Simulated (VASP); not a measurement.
# Bi (Fm-3m) in VASP: further runs

Runs on Bi. Level: PBEsol. Tasks: single point.

Everything below comes from runs of VASP 6.6.1. Logs are shortened: lines on timing, memory, paths and dates and some standing lists are left out, and cuts for length are marked.

### Step 1. The cell of the first run

The structure is cubic, space group Fm-3m (No. 225). The conventional cell has a = 4.587 Å, b = 4.587 Å, c = 4.587 Å, α = 90.00°, β = 90.00°, γ = 90.00°. Bi (site symmetry m-3m) has 12 Bi at 3.24 Å within 4.3 Å.

### Step 2. Single point, PBEsol

File INCAR:

```
SYSTEM = Bi
PREC     = Accurate       ! precision mode
ENCUT    = 500            ! plane-wave cutoff, eV
EDIFF    = 1E-6           ! SCF threshold, eV
ISMEAR   = -1             ! smearing method
SIGMA    = 0.05           ! smearing width, eV
LREAL    = .FALSE.        ! projectors in reciprocal space
LASPH    = .TRUE.         ! aspherical terms in the spheres
NELM     = 120            ! most SCF steps
ALGO     = Normal         ! electronic algorithm
ISIF     = 2              ! what is computed and relaxed
LWAVE    = .FALSE.        ! write WAVECAR
LCHARG   = .TRUE.         ! write CHGCAR
GGA      = PS             ! functional
LELF     = .TRUE.         ! ELF
LVHAR    = .TRUE.       
NBANDS   = 14             ! bands
GGA_COMPAT= .FALSE.
```

File KPOINTS:

```
Automatic mesh
0
G
  14 14 14
  0 0 0
```

File POSCAR:

```
Bi
1.0
    0.0000000000      2.2935546671      2.2935546671
    2.2935546671      0.0000000000      2.2935546671
    2.2935546671      2.2935546671      0.0000000000
Bi
1
Direct
    0.0000000000      0.0000000000      0.0000000000
```

Potentials or basis: VASP PAW PBE potentials, release 64 (Bi_d).

Run with:

```sh
> cat potpaw_PBE.64/Bi_d/POTCAR > POTCAR
> mpirun -np 1 vasp_std > vasp.out
```

OUTCAR:

```text
SYSTEM = Bi
   PREC = Accurate
   ENCUT = 500
   EDIFF = 1E-6
   ISMEAR = -1
   LREAL = .FALSE.
   LASPH = .TRUE.
   NELM = 120
   ISIF = 2
   GGA = PS

 ion  position               nearest neighbor table
   1  0.000  0.000  0.000-

  LATTYP: Found a face centered cubic cell.
 ALAT       =     4.5871093342

  Lattice vectors:

 A1 = (   0.0000000000,   2.2935546671,   2.2935546671)
 A2 = (   2.2935546671,   0.0000000000,   2.2935546671)
 A3 = (   2.2935546671,   2.2935546671,   0.0000000000)

Analysis of symmetry for initial positions (statically):
=====================================================================
 Subroutine PRICEL returns:
 Original cell was already a primitive cell.

 Routine SETGRP: Setting up the symmetry group for a
 face centered cubic supercell.

 Subroutine GETGRP returns: Found 48 space group operations
 (whereof 48 operations were pure point group operations)
 out of a pool of 48 trial point group operations.

The static configuration has the point symmetry O_h .

Analysis of symmetry for dynamics (positions and initial velocities):
=====================================================================
 Subroutine PRICEL returns:
 Original cell was already a primitive cell.

 Routine SETGRP: Setting up the symmetry group for a
 face centered cubic supercell.

 Subroutine GETGRP returns: Found 48 space group operations
 (whereof 48 operations were pure point group operations)
 out of a pool of 48 trial point group operations.

The dynamic configuration has the point symmetry O_h .

 Subroutine INISYM returns: Found 48 space group operations
 (whereof 48 operations are pure point group operations),
 and found     1 'primitive' translations

----------------------------------------------------------------------------------------

                                     Primitive cell

  volume of cell :      24.1300

  direct lattice vectors                    reciprocal lattice vectors
     0.000000000  2.293554667  2.293554667    -0.218002216  0.218002216  0.218002216
     2.293554667  0.000000000  2.293554667     0.218002216 -0.218002216  0.218002216
     2.293554667  2.293554667  0.000000000     0.218002216  0.218002216 -0.218002216

  length of vectors
     3.243576116  3.243576116  3.243576116     0.377590914  0.377590914  0.377590914

  position of ions in fractional coordinates (direct lattice)
     0.000000000  0.000000000  0.000000000

  ion indices of the primitive-cell ions
   primitive index   ion index
                 1           1

----------------------------------------------------------------------------------------

 KPOINTS: Automatic mesh

Automatic generation of k-mesh.
 Grid dimensions read from file:
 generate k-points for:   14   14   14

 Generating k-lattice:

  Cartesian coordinates                     Fractional coordinates (reciprocal lattice)
    -0.015571587  0.015571587  0.015571587     0.071428571  0.000000000  0.000000000
     0.015571587 -0.015571587  0.015571587     0.000000000  0.071428571  0.000000000
     0.015571587  0.015571587 -0.015571587     0.000000000  0.000000000  0.071428571

  Length of vectors
     0.026970780  0.026970780  0.026970780

  Shift w.r.t. Gamma in fractional coordinates (k-lattice)
     0.000000000  0.000000000  0.000000000

 Subroutine IBZKPT returns following result:
 ===========================================

 Found    104 irreducible k-points:

 Following reciprocal coordinates:
            Coordinates               Weight
  0.000000  0.000000  0.000000      1.000000
  0.071429  0.000000  0.000000      8.000000
  0.142857  0.000000  0.000000      8.000000
  0.214286  0.000000  0.000000      8.000000
  0.285714  0.000000  0.000000      8.000000
  0.357143  0.000000  0.000000      8.000000
[... 16 lines left out ...]
  0.214286  0.142857  0.000000     24.000000
  0.285714  0.142857  0.000000     24.000000
 [... further k-points ...]
   k-points           NKPTS =    104   k-points in BZ     NKDIM =    104   number of bands    NBANDS=     14
   number of dos      NEDOS =    301   number of ions     NIONS =      1
   total plane-waves  NPLWV =  13824
   dimension x,y,z NGX =    24 NGY =   24 NGZ =   24
   dimension x,y,z NGXF=    48 NGYF=   48 NGZF=   48
   ions per type =               1
   NGX,Y,Z   is equivalent  to a cutoff of  12.30, 12.30, 12.30 a.u.
   NGXF,Y,Z  is equivalent  to a cutoff of  24.60, 24.60, 24.60 a.u.
 SYSTEM =  Bi
   PREC   = accura    normal or accurate (medium, high low for compatibility)
   ISTART =      0    job   : 0-new  1-cont  2-samecut
   ICHARG =      2    charge: 1-file 2-atom 10-const
   ISPIN  =      1    spin polarized calculation?
   LNONCOLLINEAR =      F non collinear calculations
   LSORBIT =      F    spin-orbit coupling
   LASPH  =      T    aspherical Exc in radial PAW
   ENCUT  =  500.0 eV  36.75 Ry    6.06 a.u.   5.91  5.91  5.91*2*pi/ulx,y,z
   NELM   =    120;   NELMIN=  2; NELMDL= -5     # of ELM steps
   EDIFF  = 0.1E-05   stopping-criterion for ELM
   LREAL  =      F    real-space projection
   EDIFFG = 0.1E-04   stopping-criterion for IOM
   NSW    =      0    number of steps for IOM
   IBRION =     -1    ionic relax: 0-MD 1-quasi-New 2-CG
   NFREE  =      0    steps in history (QN), initial steepest desc. (CG)
   ISIF   =      2    stress and relaxation
   ISYM   =      2    0-nonsym 1-usesym 2-fastsym
   POTIM  = 0.5000    time-step for ionic-motion
   TEBEG  =    0.0;   TEEND  =   0.0 temperature during run
   PSTRESS=    0.0 pullay stress
   NELECT =      15.0000    total number of electrons
   NUPDOWN=      -1.0000    fix difference up-down
   EMIN   =  10.00;   EMAX   =-10.00  energy-range for DOS
   EFERMI =   0.00;   METHOD = LEGACY
   ISMEAR =    -1;   SIGMA  =   0.05  broadening in eV -4-tet -1-fermi 0-gaus
   EFERMI_NEDOS =   21; number of points for ismear=-14 and -15
   IALGO  =     38    algorithm
   IMIX   =      4    mixing-type and parameters
     AMIX     =   0.40;   BMIX     =  1.00
     AMIX_MAG =   1.60;   BMIX_MAG =  1.00
  volume/ion in A,a.u.               =      24.13       162.84
  Fermi-wavevector in a.u.,A,eV,Ry     =   1.397181  2.640290 26.560152  1.952116
  Thomas-Fermi vector in A             =   2.520463
   LORBIT       =      0    0 simple, 1 ext, 2 COOP (PROOUT), +10 PAW based schemes
   GGA     = PS    functional components
   LHFCALC =     F    Hartree Fock is set to
   AEXX    =    0.0000 exact exchange contribution
   IVDW    =     0    specifies the selected vdW correction
   LEPSILON=     F    determine dielectric tensor
   LRPA    =     F    only Hartree local field effects (RPA)
 non-spin polarized calculation
  energy-cutoff  :      500.00
  volume of cell :       24.13
 maximum number of plane-waves:       624
   NGX = 11   NGY = 11   NGZ = 11

 number of electron      14.9999993 magnetization

 Free energy of the ion-electron system (eV)
  ---------------------------------------------------
  ext. energy  EPLUGINS =         0.00000000
  ---------------------------------------------------
  free energy    TOTEN  =        -3.81713301 eV

  energy without entropy =       -3.80986241  energy(sigma->0) =       -3.81349771

 E-fermi :  11.4714     XC(G=0): -11.7144

 val. band max:       11.4235628868   @ k =  -0.2857   0.2143   0.0714
 cond. band min:      11.4966537833   @ k =  -0.4286   0.3571   0.1429
 fundamental gap:      0.0730908965
 Fermi energy:        11.4714397293

 k-point     1 :       0.0000    0.0000    0.0000
  band No.  band energies     occupation
      1     -11.9047      2.00000
      2     -11.9047      2.00000
      3     -11.9047      2.00000
      4     -11.7331      2.00000
      5     -11.7331      2.00000
      6      -4.3201      2.00000
      7      18.2127      0.00000
      8      18.2127      0.00000
      9      18.2127      0.00000
     10      20.1564      0.00000
     11      23.4414      0.00000
     12      23.7362      0.00000
     13      23.7362      0.00000
     14      23.7362      0.00000

 k-point     2 :       0.0714    0.0000    0.0000
  band No.  band energies     occupation
      1     -11.9045      2.00000
      2     -11.8957      2.00000
      3     -11.8957      2.00000
      4     -11.7336      2.00000
      5     -11.7336      2.00000
      6      -4.2025      2.00000
      7      16.8257      0.00000
      8      18.0629      0.00000
      9      18.0629      0.00000
     10      19.9845      0.00000
     11      23.7719      0.00000
     12      23.9897      0.00000
     13      23.9897      0.00000
     14      25.2773      0.00000

 k-point     3 :       0.1429    0.0000    0.0000
  band No.  band energies     occupation
      1     -11.9047      2.00000
      2     -11.8752      2.00000
      3     -11.8752      2.00000
      4     -11.7303      2.00000
      5     -11.7303      2.00000
      6      -3.8492      2.00000
      7      14.2674      0.00000
      8      17.6812      0.00000
      9      17.6812      0.00000
     10      19.8232      0.00000
     11      23.9949      0.00000
     12      24.6422      0.00000
     13      24.6422      0.00000
     14      24.7745      0.00000
[... 324 lines left out ...]
 k-point    23 :       0.2143    0.1429    0.0000
  band No.  band energies     occupation
      1     -11.9517      2.00000
      2     -11.8171      2.00000
      3     -11.8094      2.00000
      4     -11.7783      2.00000
      5     -11.6859      2.00000
      6      -3.2614      2.00000
      7      13.4232      0.00000
      8      15.4350      0.00000
      9      15.9114      0.00000
     10      19.1248      0.00000
     11      20.3531      0.00000
     12      25.7243      0.00000
     13      26.4926      0.00000
     14      26.5105      0.00000

 k-point    24 :       0.2857    0.1429    0.0000
  band No.  band energies     occupation
      1     -11.9510      2.00000
      2     -11.8309      2.00000
      3     -11.7992      2.00000
      4     -11.7466      2.00000
      5     -11.6494      2.00000
      6      -2.6009      2.00000
      7      10.9731      1.99991
      8      14.9318      0.00000
      9      15.3340      0.00000
     10      18.9576      0.00000
     11      20.8665      0.00000
     12      25.3882      0.00000
     13      25.7086      0.00000
     14      25.8929      0.00000

 [... further k-points ...]

------------------------ aborting loop because EDIFF is reached ----------------------------------------

  FORCE on cell =-STRESS in cart. coord.  units (eV):
  Direction    XX          YY          ZZ          XY          YZ          ZX
  --------------------------------------------------------------------------------------
  -------------------------------------------------------------------------------------
  Total        3.2997415      3.2997415      3.2997415      0.0000000      0.0000000     -0.0000000
  in kB      219.0953813    219.0953813    219.0953813      0.0000000      0.0000000     -0.0000000
  external PRESSURE =     219.0953813 kB  Pullay stress =       0.0000000 kB

 VOLUME and BASIS-vectors are now :
 -----------------------------------------------------------------------------
  energy-cutoff  :      500.00
  volume of cell :       24.13
      direct lattice vectors                 reciprocal lattice vectors
     0.000000000  2.293554667  2.293554667    -0.218002216  0.218002216  0.218002216
     2.293554667  0.000000000  2.293554667     0.218002216 -0.218002216  0.218002216
     2.293554667  2.293554667  0.000000000     0.218002216  0.218002216 -0.218002216

 POSITION                                       TOTAL-FORCE (eV/Angst)
 -----------------------------------------------------------------------------------
      0.00000      0.00000      0.00000         0.000000      0.000000      0.000000
 -----------------------------------------------------------------------------------
    total drift:                               -0.000000     -0.000000     -0.000000

  FREE ENERGIE OF THE ION-ELECTRON SYSTEM (eV)
  ---------------------------------------------------
  free  energy   TOTEN  =        -3.8171330112 eV

  energy  without entropy=       -3.8098624063  energy(sigma->0) =       -3.81349771
```

It took 14 s on 1 thread of AMD EPYC 9R45 (Zen 5), shared host; peak memory 0.13 GiB.

What came out:

| Property | Result |
| --- | --- |
| Free energy | -3.8171 eV |
| Pressure | 21.9 GPa |

Caveat: the PAW data sets were made with another functional, which shifts forces and pressure a little; spin-orbit coupling is left out, which moves the levels of the heavy elements.

### Step 3. Single point, PBEsol

This run uses another cell than the first one, of 30.25 Å³/atom, 1.254 times its volume.

File INCAR:

```
SYSTEM = Bi
PREC = Accurate
ENCUT = 500
EDIFF = 1E-6
ISMEAR = -1
SIGMA = 0.05
LREAL = .FALSE.
LASPH = .TRUE.
NELM = 120
ALGO = Normal
ISIF = 2
LWAVE = .FALSE.
LCHARG = .FALSE.
GGA = PS
NBANDS = 14
GGA_COMPAT = .FALSE.
```

KPOINTS is that of step 2.

File POSCAR:

```
Bi
1.0
    0.0000000000      2.4730413021      2.4730413021
    2.4730413021      0.0000000000      2.4730413021
    2.4730413021      2.4730413021      0.0000000000
Bi
1
Direct
    0.0000000000      0.0000000000      0.0000000000
```

Potentials or basis: VASP PAW PBE potentials, release 64 (Bi_d).

Run with:

```sh
> cat potpaw_PBE.64/Bi_d/POTCAR > POTCAR
> mpirun -np 1 vasp_std > vasp.out
```

Run time: 21 s. Hardware: 1 thread of AMD EPYC 9R45 (Zen 5), shared host; peak memory 0.14 GiB.

The run converged. Its results:

- Free energy: -4.1596 eV
- Pressure: 0.0 GPa

Levels at points of the mesh, in eV from the Fermi level:
| k point | band 5 | band 6 | band 7 | band 8 | band 9 | band 10 |
| --- | --- | --- | --- | --- | --- | --- |
| (0.00, 0.00, 0.00) | -22.99 | -13.86 | 5.09 | 5.09 | 5.09 | 9.01 |
| (0.50, 0.00, 0.00) | -22.91 | -10.85 | -5.52 | 3.44 | 3.44 | 7.49 |
| (0.50, 0.50, 0.00) | -22.89 | -9.69 | -4.68 | 0.31 | 0.31 | 4.01 |

Caveat: the PAW data sets were made with another functional, which shifts forces and pressure a little; spin-orbit coupling is left out, which moves the levels of the heavy elements.
